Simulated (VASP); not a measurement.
# Ru (P6_3/mmc) in VASP: further runs, part 2 of 3

VASP 6.6.1. Earlier steps stand in the parts before.

## Step 3: Single point, PBEsol

This run uses another cell than the first one, of 14.75 Å³/atom, 1.011 times its volume.

INCAR reads:

```
SYSTEM = Ru
PREC = Accurate
ENCUT = 520
EDIFF = 1E-6
ISMEAR = 0
SIGMA = 0.15
LREAL = .False.
LASPH = .True.
NELM = 80
ALGO = Fast
ISIF = 2
LWAVE = .False.
LCHARG = .False.
GGA = PS
NBANDS = 21
```

KPOINTS reads:

```
regular mesh
0
Gamma
  18 18 10
  0 0 0
```

POSCAR reads:

```
Ru
1.0
    2.7650000000      0.0000000000      0.0000000000
   -1.3825000000      2.3945602415      0.0000000000
    0.0000000000      0.0000000000      4.4565000000
Ru
2
Direct
    0.3333333333      0.6666666667      0.2500000000
    0.6666666667      0.3333333333      0.7500000000
```

Potentials or basis: VASP PAW PBE potentials, release 64 (Ru_pv).

On the command line:

```
$ cat potpaw_PBE.64/Ru_pv/POTCAR > POTCAR
$ mpirun -np 1 vasp_std > vasp.out
```

OUTCAR:

```text
SYSTEM = Ru
   PREC = Accurate
   ENCUT = 520
   EDIFF = 1E-6
   ISMEAR = 0
   LREAL = .False.
   LASPH = .True.
   NELM = 80
   ISIF = 2
   GGA = PS

 ion  position               nearest neighbor table
   1  0.333  0.667  0.250-   2 2.74   2 2.74   2 2.74   2 2.74   2 2.74   2 2.74
   2  0.667  0.333  0.750-   1 2.74   1 2.74   1 2.74   1 2.74   1 2.74   1 2.74

  LATTYP: Found a hexagonal cell.
 ALAT       =     2.7650000000
 C/A-ratio  =     1.6117540687

  Lattice vectors:

 A1 = (   2.7650000000,   0.0000000000,   0.0000000000)
 A2 = (  -1.3825000000,   2.3945602415,   0.0000000000)
 A3 = (   0.0000000000,   0.0000000000,   4.4565000000)

Analysis of symmetry for initial positions (statically):
=====================================================================
 Subroutine PRICEL returns:
 Original cell was already a primitive cell.

 Routine SETGRP: Setting up the symmetry group for a
 hexagonal supercell.

 Subroutine GETGRP returns: Found 24 space group operations
 (whereof 12 operations were pure point group operations)
 out of a pool of 24 trial point group operations.

The static configuration has the point symmetry D_3d.
 The point group associated with its full space group is D_6h.

Analysis of symmetry for dynamics (positions and initial velocities):
=====================================================================
 Subroutine PRICEL returns:
 Original cell was already a primitive cell.

 Routine SETGRP: Setting up the symmetry group for a
 hexagonal supercell.

 Subroutine GETGRP returns: Found 24 space group operations
 (whereof 12 operations were pure point group operations)
 out of a pool of 24 trial point group operations.

The dynamic configuration has the point symmetry D_3d.
 The point group associated with its full space group is D_6h.

 Subroutine INISYM returns: Found 24 space group operations
 (whereof 12 operations are pure point group operations),
 and found     1 'primitive' translations

----------------------------------------------------------------------------------------

                                     Primitive cell

  volume of cell :      29.5063

  direct lattice vectors                    reciprocal lattice vectors
     2.765000000  0.000000000  0.000000000     0.361663653  0.208806607  0.000000000
    -1.382500000  2.394560241  0.000000000     0.000000000  0.417613215  0.000000000
     0.000000000  0.000000000  4.456500000     0.000000000  0.000000000  0.224391338

  length of vectors
     2.765000000  2.765000000  4.456500000     0.417613215  0.417613215  0.224391338

  position of ions in fractional coordinates (direct lattice)
     0.333333333  0.666666667  0.250000000
     0.666666667  0.333333333  0.750000000

  ion indices of the primitive-cell ions
   primitive index   ion index
                 1           1
                 2           2

----------------------------------------------------------------------------------------

 KPOINTS: regular mesh

Automatic generation of k-mesh.
 Grid dimensions read from file:
 generate k-points for:   18   18   10

 Generating k-lattice:

  Cartesian coordinates                     Fractional coordinates (reciprocal lattice)
     0.020092425  0.011600367  0.000000000     0.055555556 -0.000000000  0.000000000
     0.000000000  0.023200734  0.000000000     0.000000000  0.055555556  0.000000000
     0.000000000  0.000000000  0.022439134     0.000000000  0.000000000  0.100000000

  Length of vectors
     0.023200734  0.023200734  0.022439134

  Shift w.r.t. Gamma in fractional coordinates (k-lattice)
     0.000000000  0.000000000  0.000000000

 Subroutine IBZKPT returns following result:
 ===========================================

 Found    222 irreducible k-points:

 Following reciprocal coordinates:
            Coordinates               Weight
  0.000000  0.000000  0.000000      1.000000
  0.055556  0.000000  0.000000      6.000000
  0.111111  0.000000  0.000000      6.000000
  0.166667  0.000000  0.000000      6.000000
  0.222222  0.000000  0.000000      6.000000
  0.277778  0.000000  0.000000      6.000000
[... 16 lines left out ...]
  0.333333  0.111111  0.000000     12.000000
  0.388889  0.111111  0.000000     12.000000
 [... further k-points ...]
   k-points           NKPTS =    222   k-points in BZ     NKDIM =    222   number of bands    NBANDS=     21
   number of dos      NEDOS =    301   number of ions     NIONS =      2
   total plane-waves  NPLWV =  20736
   dimension x,y,z NGX =    24 NGY =   24 NGZ =   36
   dimension x,y,z NGXF=    48 NGYF=   48 NGZF=   72
   ions per type =               2
   NGX,Y,Z   is equivalent  to a cutoff of  14.43, 14.43, 13.43 a.u.
   NGXF,Y,Z  is equivalent  to a cutoff of  28.86, 28.86, 26.86 a.u.
 SYSTEM =  Ru
   PREC   = accura    normal or accurate (medium, high low for compatibility)
   ISTART =      0    job   : 0-new  1-cont  2-samecut
   ICHARG =      2    charge: 1-file 2-atom 10-const
   ISPIN  =      1    spin polarized calculation?
   LNONCOLLINEAR =      F non collinear calculations
   LSORBIT =      F    spin-orbit coupling
   LASPH  =      T    aspherical Exc in radial PAW
   ENCUT  =  520.0 eV  38.22 Ry    6.18 a.u.   5.14  5.14  8.29*2*pi/ulx,y,z
   NELM   =     80;   NELMIN=  2; NELMDL= -5     # of ELM steps
   EDIFF  = 0.1E-05   stopping-criterion for ELM
   LREAL  =      F    real-space projection
   EDIFFG = 0.1E-04   stopping-criterion for IOM
   NSW    =      0    number of steps for IOM
   IBRION =     -1    ionic relax: 0-MD 1-quasi-New 2-CG
   NFREE  =      0    steps in history (QN), initial steepest desc. (CG)
   ISIF   =      2    stress and relaxation
   ISYM   =      2    0-nonsym 1-usesym 2-fastsym
   POTIM  = 0.5000    time-step for ionic-motion
   TEBEG  =    0.0;   TEEND  =   0.0 temperature during run
   PSTRESS=    0.0 pullay stress
   NELECT =      28.0000    total number of electrons
   NUPDOWN=      -1.0000    fix difference up-down
   EMIN   =  10.00;   EMAX   =-10.00  energy-range for DOS
   EFERMI =   0.00;   METHOD = LEGACY
   ISMEAR =     0;   SIGMA  =   0.15  broadening in eV -4-tet -1-fermi 0-gaus
   EFERMI_NEDOS =   21; number of points for ismear=-14 and -15
   IALGO  =     68    algorithm
   IMIX   =      4    mixing-type and parameters
     AMIX     =   0.40;   BMIX     =  1.00
     AMIX_MAG =   1.60;   BMIX_MAG =  1.00
  volume/ion in A,a.u.               =      14.75        99.56
  Fermi-wavevector in a.u.,A,eV,Ry     =   1.608753  3.040101 35.213029  2.588085
  Thomas-Fermi vector in A             =   2.704572
   LORBIT       =      0    0 simple, 1 ext, 2 COOP (PROOUT), +10 PAW based schemes
   GGA     = PS    functional components
   LHFCALC =     F    Hartree Fock is set to
   AEXX    =    0.0000 exact exchange contribution
   IVDW    =     0    specifies the selected vdW correction
   LEPSILON=     F    determine dielectric tensor
   LRPA    =     F    only Hartree local field effects (RPA)
 non-spin polarized calculation
 RMM-DIIS sequential band-by-band and
 Gauss-broadening in eV      SIGMA  =   0.15
  energy-cutoff  :      520.00
  volume of cell :       29.51
 maximum number of plane-waves:       814
 NGX is ok and might be reduce to    24
   NGX = 11   NGY = 11   NGZ = 17

 number of electron      28.0000001 magnetization

 Free energy of the ion-electron system (eV)
  ---------------------------------------------------
  ext. energy  EPLUGINS =         0.00000000
  ---------------------------------------------------
  free energy    TOTEN  =       -20.06519464 eV

  energy without entropy =      -20.04446825  energy(sigma->0) =      -20.05483144

 E-fermi :  11.2349     XC(G=0): -13.7726

 val. band max:       11.2345722255   @ k =   0.2778   0.0000   0.0000
 cond. band min:      11.2365009079   @ k =   0.1667   0.1111   0.3000
 fundamental gap:      0.0019286824
 Fermi energy:        11.2349254486

 k-point     1 :       0.0000    0.0000    0.0000
  band No.  band energies     occupation
      1     -32.0496      2.00000
      2     -31.3413      2.00000
      3     -31.3413      2.00000
      4     -31.2220      2.00000
      5     -31.2220      2.00000
      6     -31.2137      2.00000
[... 13 lines left out ...]
     20      21.6295      0.00000
     21      21.6360      0.00000
[... 529 lines left out ...]
 k-point    24 :       0.3889    0.1111    0.0000
  band No.  band energies     occupation
      1     -31.9018      2.00000
      2     -31.7740      2.00000
      3     -31.6906      2.00000
      4     -31.5530      2.00000
      5     -31.4173      2.00000
      6     -31.3676      2.00000
[... 13 lines left out ...]
     20      22.2861      0.00000
     21      22.8044      0.00000

 [... further k-points ...]

------------------------ aborting loop because EDIFF is reached ----------------------------------------

  FORCE on cell =-STRESS in cart. coord.  units (eV):
  Direction    XX          YY          ZZ          XY          YZ          ZX
  --------------------------------------------------------------------------------------
  -------------------------------------------------------------------------------------
  Total       -4.6262787     -4.6262787     -6.1541508      0.0000000      0.0000000      0.0000000
  in kB     -251.2045869   -251.2045869   -334.1672618      0.0000000      0.0000000      0.0000000
  external PRESSURE =    -278.8588119 kB  Pullay stress =       0.0000000 kB

 VOLUME and BASIS-vectors are now :
 -----------------------------------------------------------------------------
  energy-cutoff  :      520.00
  volume of cell :       29.51
      direct lattice vectors                 reciprocal lattice vectors
     2.765000000  0.000000000  0.000000000     0.361663653  0.208806607  0.000000000
    -1.382500000  2.394560241  0.000000000     0.000000000  0.417613215  0.000000000
     0.000000000  0.000000000  4.456500000     0.000000000  0.000000000  0.224391338

 POSITION                                       TOTAL-FORCE (eV/Angst)
 -----------------------------------------------------------------------------------
     -0.00000      1.59637      1.11413         0.000000     -0.000000      0.000000
      1.38250      0.79819      3.34238        -0.000000      0.000000      0.000000
 -----------------------------------------------------------------------------------
    total drift:                               -0.000000      0.000000     -0.000000

  FREE ENERGIE OF THE ION-ELECTRON SYSTEM (eV)
  ---------------------------------------------------
  free  energy   TOTEN  =       -20.0651946381 eV

  energy  without entropy=      -20.0444682453  energy(sigma->0) =      -20.05483144
```

stdout:

```text
POSCAR found type information on POSCAR Ru
 POSCAR found :  1 types and       2 ions
 scaLAPACK will be used
 -----------------------------------------------------------------------------
|                                                                             |
|                                                                             |
|     You enforced a specific xc type in the INCAR file but a different       |
|     I HOPE YOU KNOW WHAT YOU ARE DOING!                                     |
|                                                                             |
 -----------------------------------------------------------------------------

 LDA part: xc-table for (Slater+PW92), standard interpolation
 POSCAR, INCAR and KPOINTS ok, starting setup
 FFT: planning ... GRIDC
 FFT: planning ... GRID_SOFT
 FFT: planning ... GRID
 WAVECAR not read
 entering main loop
```

It took 45 s on 1 thread of Intel Xeon 6975P-C (Granite Rapids), shared host; peak memory 0.23 GiB.

Results:

* Free energy: -20.0652 eV
* Pressure: -27.9 GPa
* Band gap on the k mesh: zero (band 14 reaches 12.58 eV, above the bottom of band 15 at 9.88 eV)

Stress tensor (GPa, compression positive):
```
-25.12   0.00   0.00
  0.00 -25.12   0.00
  0.00   0.00 -33.42
```

Caveat: the PAW data sets were made with another functional, which shifts forces and pressure a little.

## Step 4: Single point, PBEsol

This run uses another cell than the first one, of 14.81 Å³/atom, 1.014 times its volume.

INCAR reads:

```
PREC     = Accurate       # precision mode
ENCUT    = 520            # plane-wave cutoff, eV
EDIFF    = 1E-6           # SCF threshold, eV
ISMEAR   = 0              # smearing method
SIGMA    = 0.15           # smearing width, eV
LREAL    = False          # projectors in reciprocal space
LASPH    = True           # aspherical terms in the spheres
NELM     = 100            # most SCF steps
ALGO     = Fast           # electronic algorithm
ISIF     = 2              # what is computed and relaxed
LWAVE    = False          # write WAVECAR
LCHARG   = False          # write CHGCAR
GGA      = PS             # functional
NBANDS   = 21             # bands
```

KPOINTS reads:

```
regular mesh
0
Gamma
  18 18 10
```

POSCAR reads:

```
Ru
1.0
    2.8027000000      0.0000000000      0.0000000000
   -1.4013500000      2.4272093992      0.0000000000
    0.0000000000      0.0000000000      4.3544000000
Ru
2
Direct
    0.3333333333      0.6666666667      0.2500000000
    0.6666666667      0.3333333333      0.7500000000
```

On the command line:

```
$ cat potpaw_PBE.64/Ru_pv/POTCAR > POTCAR
$ mpirun -np 1 vasp_std > vasp.out
```

Run time: 41 s. Hardware: 1 thread of Intel Xeon 6975P-C (Granite Rapids), shared host; peak memory 0.23 GiB.

Results (log left out):

| Quantity | Value |
| --- | --- |
| Free energy | -20.0550 eV |
| Pressure | -28.3 GPa |
| Band gap on the k mesh | zero (band 14 reaches 12.48 eV, above the bottom of band 15 at 9.74 eV) |

Stress tensor (GPa, compression positive):
```
-29.58   0.00   0.00
  0.00 -29.58   0.00
  0.00   0.00 -25.85
```

Levels at points of the mesh, in eV from the Fermi level:
```tsv
k point	band 11	band 12	band 13	band 14	band 15	band 16	band 17	band 18
(0.00, 0.00, 0.00)	-1.98	-1.67	-1.67	-1.35	-1.35	1.04	1.04	1.36
(0.50, 0.00, 0.00)	-1.77	-1.73	-1.28	1.13	1.53	1.73	3.56	5.42
(0.00, 0.00, 0.50)	-2.49	-2.49	-2.38	-2.38	0.48	0.48	0.48	0.48
(0.50, 0.00, 0.50)	-0.99	-0.99	0.37	0.37	1.38	1.38	3.04	3.04
```

Caveat: the PAW data sets were made with another functional, which shifts forces and pressure a little.

## Step 5: Single point, PBEsol

This run uses another cell than the first one, of 14.89 Å³/atom, 1.020 times its volume.

INCAR reads:

```
  PREC = Accurate
  ENCUT = 520
  EDIFF = 1E-6
  ISMEAR = 0
  SIGMA = 0.15
  LREAL = False
  LASPH = True
  NELM = 100
  ALGO = Fast
  ISIF = 2
  LWAVE = False
  LCHARG = True
  GGA = PS
  LELF = True
  LVHAR = True
  NBANDS = 21
```

KPOINTS reads:

```
Automatic mesh
0
Gamma
  18 18 10
```

POSCAR reads:

```
Ru
1.0
    2.8780000000      0.0000000000      0.0000000000
   -1.4390000000      2.4924211121      0.0000000000
    0.0000000000      0.0000000000      4.1503000000
Ru
2
Direct
    0.3333333333      0.6666666667      0.2500000000
    0.6666666667      0.3333333333      0.7500000000
```

On the command line:

```
$ cat potpaw_PBE.64/Ru_pv/POTCAR > POTCAR
$ mpirun -np 1 vasp_std > vasp.out
```

Wall time 41 s (1 thread of Intel Xeon 6975P-C (Granite Rapids), shared host); peak memory 0.23 GiB.

The run converged. Its results:

| Property | Result |
| --- | --- |
| Free energy | -19.8899 eV |
| Pressure | -26.3 GPa |
| Band gap on the k mesh | zero (band 14 reaches 12.22 eV, above the bottom of band 15 at 9.67 eV) |

Stress tensor (GPa, compression positive):
```
-34.93   0.00   0.00
  0.00 -34.93   0.00
  0.00   0.00  -9.06
```

Levels at points of the mesh, in eV from the Fermi level:
```csv
k point,band 12,band 13,band 14,band 15,band 16,band 17
"(0.00, 0.00, 0.00)",-1.86,-1.61,-1.61,-1.38,1.02,1.02
"(0.50, 0.00, 0.00)",-1.41,-0.91,0.69,1.26,1.97,3.28
"(0.00, 0.00, 0.50)",-2.79,-2.03,-2.03,0.57,0.57,0.57
"(0.50, 0.00, 0.50)",-1.27,0.28,0.28,1.08,1.08,2.90
```

Caveat: the PAW data sets were made with another functional, which shifts forces and pressure a little.

(Continued in part 3 of 3.)
